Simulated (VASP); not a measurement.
# Te (R-3m) in VASP: notebook

Te is run at these levels: r2SCAN; tasks: single point.

Everything below comes from runs of VASP 6.6.1. Logs are shortened: lines on timing, memory, paths and dates and some standing lists are left out, and cuts for length are marked.

## (1) The cell of the first run

Symmetry: R-3m, No. 166, trigonal system. The conventional cell has a = 4.742 Å, b = 4.742 Å, c = 4.799 Å, α = 90.00°, β = 90.00°, γ = 120.00°. Within 4.3 Å of Te (site symmetry -3m) lie 12 Te at 3.17 to 4.21 Å.

## (2) Single point, r2SCAN

File POSCAR:

```
Te
1.0
    2.3708933113      1.3688358915      1.5995221882
   -2.3708933113      1.3688358915      1.5995221882
    0.0000000000     -2.7376717829      1.5995221883
Te
1
Direct
    0.5000000000      0.5000000000      0.5000000000
```

File INCAR.step1:

```
SYSTEM = Te
PREC = Accurate
ENCUT = 520
ISMEAR = 0
SIGMA = 0.15
LREAL = .FALSE.
LASPH = .TRUE.
NELM = 100
NBANDS = 9
GGA = PE
ALGO = Normal
EDIFF = 1E-4
LWAVE = .TRUE.
LCHARG = .FALSE.
```

File INCAR.step2:

```
SYSTEM = Te
PREC = Accurate
ENCUT = 520
EDIFF = 1E-7
ISMEAR = 0
SIGMA = 0.15
LREAL = .FALSE.
LASPH = .TRUE.
NELM = 100
ALGO = Normal
ISIF = 2
LWAVE = .FALSE.
LCHARG = .FALSE.
METAGGA = R2SCAN
LMIXTAU = .TRUE.
NBANDS = 9
ISTART = 1
```

File KPOINTS:

```
regular mesh
0
G
  18 18 18
  0 0 0
```

Potentials or basis: VASP PAW PBE potentials, release 64 (Te).

Started as:

```
$ cat potpaw_PBE.64/Te/POTCAR > POTCAR
$ cp INCAR.step1 INCAR
$ mpirun -np 1 vasp_std > vasp.out
$ cp INCAR.step2 INCAR
$ mpirun -np 1 vasp_std > vasp.out
```

OUTCAR:

```text
SYSTEM = Te
   PREC = Accurate
   ENCUT = 520
   EDIFF = 1E-7
   ISMEAR = 0
   LREAL = .FALSE.
   LASPH = .TRUE.
   NELM = 100
   ISIF = 2
   METAGGA = R2SCAN
   ISTART = 1

 ion  position               nearest neighbor table
   1  0.500  0.500  0.500-

  LATTYP: Found a trigonal (rhomboedric) cell.
 ALAT       =     3.1706967723
 COS(alpha) =    -0.1182646528

  Lattice vectors:

 A1 = (   2.3708933113,   1.3688358915,   1.5995221882)
 A2 = (  -2.3708933113,   1.3688358915,   1.5995221882)
 A3 = (   0.0000000000,  -2.7376717829,   1.5995221883)

Analysis of symmetry for initial positions (statically):
=====================================================================
 Subroutine PRICEL returns:
 Original cell was already a primitive cell.

 Routine SETGRP: Setting up the symmetry group for a
 trigonal (rhombohedral) supercell.

 Subroutine GETGRP returns: Found 12 space group operations
 (whereof 12 operations were pure point group operations)
 out of a pool of 12 trial point group operations.

The static configuration has the point symmetry D_3d.

Analysis of symmetry for dynamics (positions and initial velocities):
=====================================================================
 Subroutine PRICEL returns:
 Original cell was already a primitive cell.

 Routine SETGRP: Setting up the symmetry group for a
 trigonal (rhombohedral) supercell.

 Subroutine GETGRP returns: Found 12 space group operations
 (whereof 12 operations were pure point group operations)
 out of a pool of 12 trial point group operations.

The dynamic configuration has the point symmetry D_3d.

 Subroutine INISYM returns: Found 12 space group operations
 (whereof 12 operations are pure point group operations),
 and found     1 'primitive' translations

----------------------------------------------------------------------------------------

                                     Primitive cell

  volume of cell :      31.1462

  direct lattice vectors                    reciprocal lattice vectors
     2.370893311  1.368835892  1.599522188     0.210890974  0.121757961  0.208395567
    -2.370893311  1.368835892  1.599522188    -0.210890974  0.121757961  0.208395567
     0.000000000 -2.737671783  1.599522188     0.000000000 -0.243515921  0.208395567

  length of vectors
     3.170696772  3.170696772  3.170696772     0.320513208  0.320513208  0.320513208

  position of ions in fractional coordinates (direct lattice)
     0.500000000  0.500000000  0.500000000

  ion indices of the primitive-cell ions
   primitive index   ion index
                 1           1

----------------------------------------------------------------------------------------

 KPOINTS: regular mesh

Automatic generation of k-mesh.
 Grid dimensions read from file:
 generate k-points for:   18   18   18

 Generating k-lattice:

  Cartesian coordinates                     Fractional coordinates (reciprocal lattice)
     0.011716165  0.006764331  0.011577531     0.055555556 -0.000000000 -0.000000000
    -0.011716165  0.006764331  0.011577531    -0.000000000  0.055555556 -0.000000000
     0.000000000 -0.013528662  0.011577531    -0.000000000 -0.000000000  0.055555556

  Length of vectors
     0.017806289  0.017806289  0.017806289

  Shift w.r.t. Gamma in fractional coordinates (k-lattice)
     0.000000000  0.000000000  0.000000000

 Subroutine IBZKPT returns following result:
 ===========================================

 Found    580 irreducible k-points:

 Following reciprocal coordinates:
            Coordinates               Weight
  0.000000  0.000000  0.000000      1.000000
  0.055556  0.000000  0.000000      6.000000
  0.111111  0.000000  0.000000      6.000000
  0.166667 -0.000000  0.000000      6.000000
  0.222222 -0.000000 -0.000000      6.000000
  0.277778 -0.000000  0.000000      6.000000
[... 16 lines left out ...]
 -0.277778  0.055556  0.000000     12.000000
 -0.222222  0.055556  0.000000     12.000000
 [... further k-points ...]
   k-points           NKPTS =    580   k-points in BZ     NKDIM =    580   number of bands    NBANDS=      9
   number of dos      NEDOS =    301   number of ions     NIONS =      1
   total plane-waves  NPLWV =  13824
   dimension x,y,z NGX =    24 NGY =   24 NGZ =   24
   dimension x,y,z NGXF=    48 NGYF=   48 NGZF=   48
   ions per type =               1
   NGX,Y,Z   is equivalent  to a cutoff of  12.58, 12.58, 12.58 a.u.
   NGXF,Y,Z  is equivalent  to a cutoff of  25.17, 25.17, 25.17 a.u.
 SYSTEM =  Te
   PREC   = accura    normal or accurate (medium, high low for compatibility)
   ISTART =      1    job   : 0-new  1-cont  2-samecut
   ICHARG =      0    charge: 1-file 2-atom 10-const
   ISPIN  =      1    spin polarized calculation?
   LNONCOLLINEAR =      F non collinear calculations
   LSORBIT =      F    spin-orbit coupling
   LASPH  =      T    aspherical Exc in radial PAW
   ENCUT  =  520.0 eV  38.22 Ry    6.18 a.u.   5.90  5.90  5.90*2*pi/ulx,y,z
   NELM   =    100;   NELMIN=  2; NELMDL=  0     # of ELM steps
   EDIFF  = 0.1E-06   stopping-criterion for ELM
   LREAL  =      F    real-space projection
   EDIFFG = 0.1E-05   stopping-criterion for IOM
   NSW    =      0    number of steps for IOM
   IBRION =     -1    ionic relax: 0-MD 1-quasi-New 2-CG
   NFREE  =      0    steps in history (QN), initial steepest desc. (CG)
   ISIF   =      2    stress and relaxation
   ISYM   =      2    0-nonsym 1-usesym 2-fastsym
   POTIM  = 0.5000    time-step for ionic-motion
   TEBEG  =    0.0;   TEEND  =   0.0 temperature during run
   PSTRESS=    0.0 pullay stress
   NELECT =       6.0000    total number of electrons
   NUPDOWN=      -1.0000    fix difference up-down
   EMIN   =  10.00;   EMAX   =-10.00  energy-range for DOS
   EFERMI =   0.00;   METHOD = LEGACY
   ISMEAR =     0;   SIGMA  =   0.15  broadening in eV -4-tet -1-fermi 0-gaus
   EFERMI_NEDOS =   21; number of points for ismear=-14 and -15
   IALGO  =     38    algorithm
   IMIX   =      4    mixing-type and parameters
     AMIX     =   0.40;   BMIX     =  1.00
     AMIX_MAG =   1.60;   BMIX_MAG =  1.00
  volume/ion in A,a.u.               =      31.15       210.18
  Fermi-wavevector in a.u.,A,eV,Ry     =   0.945490  1.786717 12.162947  0.893951
  Thomas-Fermi vector in A             =   2.073397
   LORBIT       =      0    0 simple, 1 ext, 2 COOP (PROOUT), +10 PAW based schemes
   METAGGA = R2SCAN    functional components
   LHFCALC =     F    Hartree Fock is set to
   AEXX    =    0.0000 exact exchange contribution
   IVDW    =     0    specifies the selected vdW correction
   LEPSILON=     F    determine dielectric tensor
   LRPA    =     F    only Hartree local field effects (RPA)
 non-spin polarized calculation
 Gauss-broadening in eV      SIGMA  =   0.15
  energy-cutoff  :      520.00
  volume of cell :       31.15
 maximum number of plane-waves:       852
   NGX = 11   NGY = 11   NGZ = 11

 number of electron       5.9999999 magnetization

 Free energy of the ion-electron system (eV)
  ---------------------------------------------------
  ext. energy  EPLUGINS =         0.00000000
  ---------------------------------------------------
  free energy    TOTEN  =       -25.31852810 eV

  energy without entropy =      -25.31089262  energy(sigma->0) =      -25.31471036

 E-fermi :   6.9222     XC(G=0):  -9.9916

 val. band max:        6.9209522084   @ k =   0.2222   0.1667   0.1111
 cond. band min:       6.9338482551   @ k =  -0.3333   0.1667   0.1111
 fundamental gap:      0.0128960466
 Fermi energy:         6.9222153033

 k-point     1 :       0.0000    0.0000    0.0000
  band No.  band energies     occupation
      1      -7.5795      2.00000
      2       7.7862      0.00000
      3       8.7337      0.00000
      4       8.7337      0.00000
      5      13.5461      0.00000
      6      13.5461      0.00000
      7      14.5826      0.00000
      8      23.4145      0.00000
      9      23.4145      0.00000

 k-point     2 :       0.0556    0.0000    0.0000
  band No.  band energies     occupation
      1      -7.5382      2.00000
      2       7.5895      0.00000
      3       8.4588      0.00000
      4       8.7608      0.00000
      5      13.5865      0.00000
      6      13.9013      0.00000
      7      14.8482      0.00000
      8      22.5158      0.00000
      9      22.7292      0.00000

 k-point     3 :       0.1111    0.0000    0.0000
  band No.  band energies     occupation
      1      -7.4152      2.00000
      2       6.7163      1.94775
      3       8.3009      0.00000
      4       8.8407      0.00000
      5      13.7045      0.00000
      6      14.3164      0.00000
      7      15.8969      0.00000
      8      21.4266      0.00000
      9      21.6650      0.00000

 k-point     4 :       0.1667   -0.0000    0.0000
  band No.  band energies     occupation
      1      -7.2146      2.00000
      2       5.4882      2.00000
      3       8.3705      0.00000
      4       8.9685      0.00000
      5      13.8900      0.00000
      6      14.6319      0.00000
      7      17.3727      0.00000
      8      20.5091      0.00000
      9      20.6888      0.00000

 k-point     5 :       0.2222   -0.0000   -0.0000
  band No.  band energies     occupation
      1      -6.9445      2.00000
      2       4.2297      2.00000
      3       8.5157      0.00000
      4       9.1358      0.00000
      5      14.1220      0.00000
      6      14.9889      0.00000
      7      18.4152      0.00000
      8      19.8568      0.00000
      9      20.3123      0.00000

 k-point     6 :       0.2778   -0.0000    0.0000
  band No.  band energies     occupation
      1      -6.6193      2.00000
      2       3.0491      2.00000
      3       8.6950      0.00000
      4       9.3291      0.00000
      5      14.3645      0.00000
      6      15.3962      0.00000
      7      18.1639      0.00000
      8      19.2221      0.00000
      9      21.5235      0.00000
[... 169 lines left out ...]
 k-point    21 :      -0.3889    0.0556    0.0000
  band No.  band energies     occupation
      1      -5.9146      2.00000
      2       1.2788      2.00000
      3       8.9879      0.00000
      4       9.6508      0.00000
      5      14.8012      0.00000
      6      16.1428      0.00000
      7      16.4674      0.00000
      8      18.3265      0.00000
      9      21.6307      0.00000

 k-point    22 :      -0.3333    0.0556    0.0000
  band No.  band energies     occupation
      1      -6.2593      2.00000
      2       2.1410      2.00000
      3       8.8625      0.00000
      4       9.4985      0.00000
      5      14.6420      0.00000
      6      15.7719      0.00000
      7      16.6777      0.00000
      8      18.4084      0.00000
      9      22.4689      0.00000

 k-point    23 :      -0.2778    0.0556    0.0000
  band No.  band energies     occupation
      1      -6.6128      2.00000
      2       3.1977      2.00000
      3       8.6801      0.00000
      4       9.3017      0.00000
      5      14.4253      0.00000
      6      15.3335      0.00000
      7      17.1849      0.00000
      8      18.8143      0.00000
      9      21.4662      0.00000

 k-point    24 :      -0.2222    0.0556    0.0000
  band No.  band energies     occupation
      1      -6.9335      2.00000
      2       4.3883      2.00000
      3       8.4765      0.00000
      4       9.0915      0.00000
      5      14.1980      0.00000
      6      14.9714      0.00000
      7      17.6545      0.00000
      8      19.2890      0.00000
      9      20.1777      0.00000

 [... further k-points ...]

------------------------ aborting loop because EDIFF is reached ----------------------------------------

  FORCE on cell =-STRESS in cart. coord.  units (eV):
  Direction    XX          YY          ZZ          XY          YZ          ZX
  --------------------------------------------------------------------------------------
  -------------------------------------------------------------------------------------
  Total        0.1232822      0.1232822      0.2914662      0.0000000      0.0000000     -0.0000000
  in kB        6.3417067      6.3417067     14.9931828      0.0000000      0.0000000     -0.0000000
  external PRESSURE =       9.2255321 kB  Pullay stress =       0.0000000 kB

 VOLUME and BASIS-vectors are now :
 -----------------------------------------------------------------------------
  energy-cutoff  :      520.00
  volume of cell :       31.15
      direct lattice vectors                 reciprocal lattice vectors
     2.370893311  1.368835892  1.599522188     0.210890974  0.121757961  0.208395567
    -2.370893311  1.368835892  1.599522188    -0.210890974  0.121757961  0.208395567
     0.000000000 -2.737671783  1.599522188     0.000000000 -0.243515921  0.208395567

 POSITION                                       TOTAL-FORCE (eV/Angst)
 -----------------------------------------------------------------------------------
      0.00000      0.00000      2.39928         0.000000     -0.000000      0.000000
 -----------------------------------------------------------------------------------
    total drift:                                0.000000      0.000000     -0.000000

  FREE ENERGIE OF THE ION-ELECTRON SYSTEM (eV)
  ---------------------------------------------------
  free  energy   TOTEN  =       -25.3185280951 eV

  energy  without entropy=      -25.3108926222  energy(sigma->0) =      -25.31471036
```

Wall time 3.9 min (1 thread of AMD EPYC 9R45 (Zen 5), shared host); peak memory 0.24 GiB.

What came out:

- Free energy: -25.3185 eV
- Pressure: 0.9 GPa
- Band gap on the k mesh: zero (bands 3 and 4 overlap by 4.80 eV)

Caveat: the PAW data sets were made with another functional, which shifts forces and pressure a little; spin-orbit coupling is left out, which moves the levels of the heavy elements.

## (3) Single point, r2SCAN

File POSCAR:

```
Te
1.0
    2.3374959991      1.3495539443      1.6455555188
   -2.3374959991      1.3495539443      1.6455555188
    0.0000000000     -2.6991078886      1.6455555188
Te
1
Direct
    0.5000000000      0.5000000000      0.5000000000
```

File INCAR.step1:

```
SYSTEM = Te
PREC = Accurate ; ENCUT = 520
ISMEAR = 0 ; SIGMA = 0.15
LREAL = .False. ; LASPH = .True.
NELM = 60 ; NBANDS = 9
GGA = PE ; ALGO = Normal
EDIFF = 1E-4 ; LWAVE = .True.
LCHARG = .False.
```

File INCAR.step2:

```
SYSTEM = Te
PREC = Accurate ; ENCUT = 520
EDIFF = 1E-6 ; ISMEAR = 0
SIGMA = 0.15 ; LREAL = .False.
LASPH = .True. ; NELM = 60
ALGO = Normal ; ISIF = 2
LWAVE = .False. ; LCHARG = .False.
METAGGA = R2SCAN ; LMIXTAU = .True.
NBANDS = 9 ; ISTART = 1
```

File KPOINTS:

```
Automatic mesh
0
Gamma
  18 18 18
  0 0 0
```

Potentials or basis: VASP PAW PBE potentials, release 64 (Te).

Started as:

```
$ cat potpaw_PBE.64/Te/POTCAR > POTCAR
$ cp INCAR.step1 INCAR
$ mpirun -np 1 vasp_std > vasp.out
$ cp INCAR.step2 INCAR
$ mpirun -np 1 vasp_std > vasp.out
```

Wall time 3.7 min (1 thread of AMD EPYC 9R45 (Zen 5), shared host); peak memory 0.24 GiB.

Results (log left out):

| Property | Result |
| --- | --- |
| Free energy | -25.3220 eV |
| Pressure | 1.4 GPa |
| Band gap on the k mesh | zero (bands 3 and 4 overlap by 4.94 eV) |

Stress tensor (GPa, compression positive):
```
1.29 0.00 0.00
0.00 1.29 0.00
0.00 0.00 1.71
```

Levels at points of the mesh, in eV from the Fermi level:
```tsv
k point	band 1	band 2	band 3	band 4	band 5	band 6
(0.00, 0.00, 0.00)	-14.56	0.90	1.65	1.65	6.48	6.48
(0.50, 0.00, 0.00)	-12.56	-6.59	2.44	2.97	7.90	9.38
(0.50, 0.50, 0.00)	-10.54	-5.38	-4.33	2.36	4.05	10.74
(0.50, 0.50, 0.50)	-8.41	-3.76	-3.76	-2.47	4.15	4.15
```

Caveat: the PAW data sets were made with another functional, which shifts forces and pressure a little; spin-orbit coupling is left out, which moves the levels of the heavy elements.
